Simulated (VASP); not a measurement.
# MgH2 (P-6m2) in VASP: single point with PBE

Aim: the single point of MgH2 with PBE.

Everything below comes from runs of VASP 6.6.1. Logs are shortened: lines on timing, memory, paths and dates and some standing lists are left out, and cuts for length are marked.

## (1) The cell of the first run

The structure is hexagonal, space group P-6m2 (No. 187). Conventional cell: a = 2.911 Å, b = 2.911 Å, c = 8.746 Å, α = 90.00°, β = 90.00°, γ = 120.00°. Within 2.7 Å of Mg (site symmetry -6m2) lie 6 H at 2.04 Å. H (site symmetry 3m) has 3 Mg at 2.04 Å and 1 H at 2.32 Å within 2.7 Å.

## (2) Single point, PBE

The input, INCAR:

```
PREC = Accurate
ENCUT = 600
EDIFF = 1E-6
ISMEAR = 0
SIGMA = 0.15
LREAL = F
LASPH = T
NELM = 120
ALGO = Normal
ISIF = 2
LWAVE = F
LCHARG = F
GGA = PE
NBANDS = 9
GGA_COMPAT = F
```

The input, KPOINTS:

```
Automatic mesh
0
Gamma
  7 7 2
```

The input, POSCAR:

```
MgH2
1.0
    2.9106060402     -0.0000000040      0.0000000000
   -1.4553030167      2.5206587733      0.0000000000
    0.0000000000      0.0000000000      8.7460797595
Mg H
1 2
Direct
    0.3333333333      0.6666666667      0.0000000000
    0.6666666667      0.3333333333      0.8672727450
    0.6666666667      0.3333333333      0.1327272550
```

Potentials or basis: VASP PAW PBE potentials, release 64 (Mg, H).

Launch:

```sh
$ cat potpaw_PBE.64/Mg/POTCAR potpaw_PBE.64/H/POTCAR > POTCAR
$ mpirun -np 1 vasp_std > vasp.out
```

OUTCAR:

```text
PREC = Accurate
   ENCUT = 600
   EDIFF = 1E-6
   ISMEAR = 0
   LREAL = F
   LASPH = T
   NELM = 120
   ISIF = 2
   GGA = PE

 ion  position               nearest neighbor table
   1  0.333  0.667  0.000-   2 2.04   3 2.04   2 2.04   3 2.04   2 2.04   3 2.04
   2  0.667  0.333  0.867-   1 2.04   1 2.04   1 2.04
   3  0.667  0.333  0.133-   1 2.04   1 2.04   1 2.04

  LATTYP: Found a hexagonal cell.
 ALAT       =     2.9106060402
 C/A-ratio  =     3.0048998864

  Lattice vectors:

 A1 = (   2.9106060402,  -0.0000000040,   0.0000000000)
 A2 = (  -1.4553030167,   2.5206587733,   0.0000000000)
 A3 = (   0.0000000000,   0.0000000000,   8.7460797595)

Analysis of symmetry for initial positions (statically):
=====================================================================
 Subroutine PRICEL returns:
 Original cell was already a primitive cell.

 Routine SETGRP: Setting up the symmetry group for a
 hexagonal supercell.

 Subroutine GETGRP returns: Found 12 space group operations
 (whereof 12 operations were pure point group operations)
 out of a pool of 24 trial point group operations.

The static configuration has the point symmetry D_3h.

Analysis of symmetry for dynamics (positions and initial velocities):
=====================================================================
 Subroutine PRICEL returns:
 Original cell was already a primitive cell.

 Routine SETGRP: Setting up the symmetry group for a
 hexagonal supercell.

 Subroutine GETGRP returns: Found 12 space group operations
 (whereof 12 operations were pure point group operations)
 out of a pool of 24 trial point group operations.

The dynamic configuration has the point symmetry D_3h.

 Subroutine INISYM returns: Found 12 space group operations
 (whereof 12 operations are pure point group operations),
 and found     1 'primitive' translations

----------------------------------------------------------------------------------------

                                     Primitive cell

  volume of cell :      64.1669

  direct lattice vectors                    reciprocal lattice vectors
     2.910606040 -0.000000004  0.000000000     0.343571059  0.198360843  0.000000000
    -1.455303017  2.520658773  0.000000000     0.000000001  0.396721687  0.000000000
     0.000000000  0.000000000  8.746079760     0.000000000  0.000000000  0.114336940

  length of vectors
     2.910606040  2.910606040  8.746079760     0.396721687  0.396721687  0.114336940

  position of ions in fractional coordinates (direct lattice)
     0.333333333  0.666666667  0.000000000
     0.666666667  0.333333333  0.867272745
     0.666666667  0.333333333  0.132727255

  ion indices of the primitive-cell ions
   primitive index   ion index
                 1           1
                 2           2
                 3           3

----------------------------------------------------------------------------------------

 KPOINTS: Automatic mesh

Automatic generation of k-mesh.
 Grid dimensions read from file:
 generate k-points for:    7    7    2

 Generating k-lattice:

  Cartesian coordinates                     Fractional coordinates (reciprocal lattice)
     0.049081580  0.028337263  0.000000000     0.142857143  0.000000000  0.000000000
     0.000000000  0.056674527  0.000000000     0.000000000  0.142857143  0.000000000
     0.000000000  0.000000000  0.057168470     0.000000000  0.000000000  0.500000000

  Length of vectors
     0.056674527  0.056674527  0.057168470

  Shift w.r.t. Gamma in fractional coordinates (k-lattice)
     0.000000000  0.000000000  0.000000000

 Subroutine IBZKPT returns following result:
 ===========================================

 Found     16 irreducible k-points:

 Following reciprocal coordinates:
            Coordinates               Weight
  0.000000  0.000000  0.000000      1.000000
  0.142857  0.000000  0.000000      6.000000
  0.285714  0.000000  0.000000      6.000000
  0.428571 -0.000000  0.000000      6.000000
  0.142857  0.142857  0.000000      6.000000
  0.285714  0.142857  0.000000     12.000000
[... 8 lines left out ...]
  0.428571  0.142857  0.500000      6.000000
  0.285714  0.285714  0.500000      6.000000
   k-points           NKPTS =     16   k-points in BZ     NKDIM =     16   number of bands    NBANDS=      9
   number of dos      NEDOS =    301   number of ions     NIONS =      3
   total plane-waves  NPLWV =  40320
   dimension x,y,z NGX =    24 NGY =   24 NGZ =   70
   dimension x,y,z NGXF=    48 NGYF=   48 NGZF=  140
   ions per type =               1   2
   NGX,Y,Z   is equivalent  to a cutoff of  13.71, 13.71, 13.31 a.u.
   NGXF,Y,Z  is equivalent  to a cutoff of  27.42, 27.42, 26.61 a.u.
 SYSTEM =  unknown system
   PREC   = accura    normal or accurate (medium, high low for compatibility)
   ISTART =      0    job   : 0-new  1-cont  2-samecut
   ICHARG =      2    charge: 1-file 2-atom 10-const
   ISPIN  =      1    spin polarized calculation?
   LNONCOLLINEAR =      F non collinear calculations
   LSORBIT =      F    spin-orbit coupling
   LASPH  =      T    aspherical Exc in radial PAW
   ENCUT  =  600.0 eV  44.10 Ry    6.64 a.u.   5.81  5.81 17.47*2*pi/ulx,y,z
   NELM   =    120;   NELMIN=  2; NELMDL= -5     # of ELM steps
   EDIFF  = 0.1E-05   stopping-criterion for ELM
   LREAL  =      F    real-space projection
   EDIFFG = 0.1E-04   stopping-criterion for IOM
   NSW    =      0    number of steps for IOM
   IBRION =     -1    ionic relax: 0-MD 1-quasi-New 2-CG
   NFREE  =      0    steps in history (QN), initial steepest desc. (CG)
   ISIF   =      2    stress and relaxation
   ISYM   =      2    0-nonsym 1-usesym 2-fastsym
   POTIM  = 0.5000    time-step for ionic-motion
   TEBEG  =    0.0;   TEEND  =   0.0 temperature during run
   PSTRESS=    0.0 pullay stress
   NELECT =       4.0000    total number of electrons
   NUPDOWN=      -1.0000    fix difference up-down
   EMIN   =  10.00;   EMAX   =-10.00  energy-range for DOS
   EFERMI =   0.00;   METHOD = LEGACY
   ISMEAR =     0;   SIGMA  =   0.15  broadening in eV -4-tet -1-fermi 0-gaus
   EFERMI_NEDOS =   21; number of points for ismear=-14 and -15
   IALGO  =     38    algorithm
   IMIX   =      4    mixing-type and parameters
     AMIX     =   0.40;   BMIX     =  1.00
     AMIX_MAG =   1.60;   BMIX_MAG =  1.00
  volume/ion in A,a.u.               =      21.39       144.34
  Fermi-wavevector in a.u.,A,eV,Ry     =   0.649119  1.226658  5.732895  0.421356
  Thomas-Fermi vector in A             =   1.717972
   LORBIT       =      0    0 simple, 1 ext, 2 COOP (PROOUT), +10 PAW based schemes
   GGA     = PE    functional components
   LHFCALC =     F    Hartree Fock is set to
   AEXX    =    0.0000 exact exchange contribution
   IVDW    =     0    specifies the selected vdW correction
   LEPSILON=     F    determine dielectric tensor
   LRPA    =     F    only Hartree local field effects (RPA)
 non-spin polarized calculation
 Gauss-broadening in eV      SIGMA  =   0.15
  energy-cutoff  :      600.00
  volume of cell :       64.17
 maximum number of plane-waves:      2156
 NGX is ok and might be reduce to    24
   NGX = 11   NGY = 11   NGZ = 35

 number of electron       3.9999999 magnetization

 Free energy of the ion-electron system (eV)
  ---------------------------------------------------
  ext. energy  EPLUGINS =         0.00000000
  ---------------------------------------------------
  free energy    TOTEN  =        -7.69620962 eV

  energy without entropy =       -7.69620962  energy(sigma->0) =       -7.69620962

 E-fermi :  -2.3610     XC(G=0):  -5.0493

 val. band max:       -3.0148985363   @ k =   0.2857   0.2857   0.0000
 cond. band min:      -1.4263888132   @ k =   0.4286   0.1429   0.0000
 fundamental gap:      1.5885097231
 Fermi energy:        -2.3610479062

 k-point     1 :       0.0000    0.0000    0.0000
  band No.  band energies     occupation
      1      -9.9444      2.00000
      2      -6.2077      2.00000
      3       0.8724      0.00000
      4       4.3553      0.00000
      5       4.7040      0.00000
      6       9.1443      0.00000
      7      11.5711      0.00000
      8      11.5711      0.00000
      9      12.2854      0.00000

 k-point     2 :       0.1429    0.0000    0.0000
  band No.  band energies     occupation
      1      -9.5146      2.00000
      2      -5.8396      2.00000
      3       1.3210      0.00000
      4       4.4943      0.00000
      5       5.1115      0.00000
      6       6.4807      0.00000
      7      10.1258      0.00000
      8      10.4309      0.00000
      9      11.3392      0.00000

 k-point     3 :       0.2857    0.0000    0.0000
  band No.  band energies     occupation
      1      -8.2957      2.00000
      2      -4.8121      2.00000
      3       1.6000      0.00000
      4       2.9845      0.00000
      5       5.5262      0.00000
      6       6.4500      0.00000
      7       7.3741      0.00000
      8       9.1145      0.00000
      9       9.4855      0.00000

 k-point     4 :       0.4286   -0.0000    0.0000
  band No.  band energies     occupation
      1      -6.7113      2.00000
      2      -3.5748      2.00000
      3      -1.1793      0.00000
      4       3.2888      0.00000
      5       5.0009      0.00000
      6       7.4488      0.00000
      7       8.4188      0.00000
      8       8.4377      0.00000
      9       9.0250      0.00000
[... 109 lines left out ...]
 k-point    14 :       0.2857    0.1429    0.5000
  band No.  band energies     occupation
      1      -7.2239      2.00000
      2      -3.9458      2.00000
      3       0.1797      0.00000
      4       4.2342      0.00000
      5       4.3870      0.00000
      6       5.4786      0.00000
      7       6.2620      0.00000
      8       8.9127      0.00000
      9      10.3930      0.00000

 k-point    15 :       0.4286    0.1429    0.5000
  band No.  band energies     occupation
      1      -6.1505      2.00000
      2      -3.1619      2.00000
      3      -1.4255      0.00000
      4       3.1656      0.00000
      5       4.1758      0.00000
      6       6.5910      0.00000
      7       7.9343      0.00000
      8       8.7768      0.00000
      9       8.9785      0.00000

 k-point    16 :       0.2857    0.2857    0.5000
  band No.  band energies     occupation
      1      -5.9928      2.00000
      2      -3.0162      2.00000
      3      -0.7086      0.00000
      4       2.1477      0.00000
      5       4.0813      0.00000
      6       5.8470      0.00000
      7       6.7037      0.00000
      8       8.4645      0.00000
      9      10.0367      0.00000

------------------------ aborting loop because EDIFF is reached ----------------------------------------

  FORCE on cell =-STRESS in cart. coord.  units (eV):
  Direction    XX          YY          ZZ          XY          YZ          ZX
  --------------------------------------------------------------------------------------
  -------------------------------------------------------------------------------------
  Total       -0.0362397     -0.0362397      0.0105697      0.0000000     -0.0000000     -0.0000000
  in kB       -0.9048654     -0.9048654      0.2639137      0.0000000     -0.0000000     -0.0000000
  external PRESSURE =      -0.5152723 kB  Pullay stress =       0.0000000 kB

 VOLUME and BASIS-vectors are now :
 -----------------------------------------------------------------------------
  energy-cutoff  :      600.00
  volume of cell :       64.17
      direct lattice vectors                 reciprocal lattice vectors
     2.910606040 -0.000000004  0.000000000     0.343571059  0.198360843  0.000000000
    -1.455303017  2.520658773  0.000000000     0.000000001  0.396721687  0.000000000
     0.000000000  0.000000000  8.746079760     0.000000000  0.000000000  0.114336940

 POSITION                                       TOTAL-FORCE (eV/Angst)
 -----------------------------------------------------------------------------------
      0.00000      1.68044      0.00000        -0.000000      0.000000      0.000000
      1.45530      0.84022      7.58524        -0.000000      0.000000     -0.008236
      1.45530      0.84022      1.16084         0.000000     -0.000000      0.008236
 -----------------------------------------------------------------------------------
    total drift:                               -0.000000      0.000000      0.000000

  FREE ENERGIE OF THE ION-ELECTRON SYSTEM (eV)
  ---------------------------------------------------
  free  energy   TOTEN  =        -7.6962096178 eV

  energy  without entropy=       -7.6962096177  energy(sigma->0) =       -7.69620962
```

Run time: 12 s. Hardware: 1 thread of Intel Xeon Platinum 8488C (Sapphire Rapids), shared host; peak memory 0.18 GiB.

Results:

| Quantity | Value |
| --- | --- |
| Free energy | -7.6962 eV |
| Pressure | -0.1 GPa |
| Largest force | 0.008 eV/Å |
| Band gap on the k mesh | 1.59 eV, indirect (least direct gap 1.73 eV) |

Forces on the atoms (eV/Å):
```
Mg   0.000  0.000  0.000
H    0.000  0.000 -0.008
H    0.000  0.000  0.008
```

Stress tensor (GPa, compression positive):
```
-0.09  0.00  0.00
 0.00 -0.09  0.00
 0.00  0.00  0.03
```

Levels at points of the mesh, in eV from the valence-band top:
```tsv
k point	band 1	band 2	band 3	band 4	band 5	band 6	band 7
(0.00, 0.00, 0.00)	-6.93	-3.19	3.89	7.37	7.72	12.16	14.59
(0.00, 0.00, 0.50)	-6.93	-3.20	4.33	5.59	10.08	11.98	13.50
```
